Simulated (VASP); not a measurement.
Wanted: the native input for a VASP 6.6.1 run.

- Task: single point
- Functional: revPBE
- Potentials or basis: VASP PAW PBE potentials, release 64 (Ti_sv)
- Cutoff: 520 eV
- k mesh: 11 × 11 × 11
- Occupations: fermi-dirac, width 0.05 eV
- Spin: no spin polarisation
- Dipole correction: no
- Further INCAR settings: ALGO = Fast; EDIFF = 1e-06; NBANDS = 12

The structure of Ti lies in POSCAR:

```
Ti
1.0
   -1.6410000000      1.6410000000      1.6410000000
    1.6410000000     -1.6410000000      1.6410000000
    1.6410000000      1.6410000000     -1.6410000000
Ti
1
Direct
    0.0000000000      0.0000000000      0.0000000000
```

The input as run:

INCAR

```
SYSTEM = Ti
PREC = Accurate ; ENCUT = 520
EDIFF = 1E-6 ; ISMEAR = -1
SIGMA = 0.05 ; LREAL = .False.
LASPH = .True. ; NELM = 80
ALGO = Fast ; ISIF = 2
LWAVE = .False. ; LCHARG = .False.
GGA = RE ; NBANDS = 12
```

KPOINTS

```
regular mesh
0
Gamma
  11 11 11
  0 0 0
```

Potentials or basis: VASP PAW PBE potentials, release 64 (Ti_sv).

Command:

```bash
$ cat potpaw_PBE.64/Ti_sv/POTCAR > POTCAR
$ mpirun -np 1 vasp_std > vasp.out
```

Results of the run:

```
Pressure               : -0.5 GPa
Band gap on the k mesh : zero (band 6 reaches 8.98 eV, above the bottom of band 7 at 7.41 eV)
```

Caveat: the PAW data sets were made with another functional, which shifts forces and pressure a little.

Wall time 14 s on 1 thread of Intel Xeon 6975P-C (shared host), peak memory 0.14 GiB.
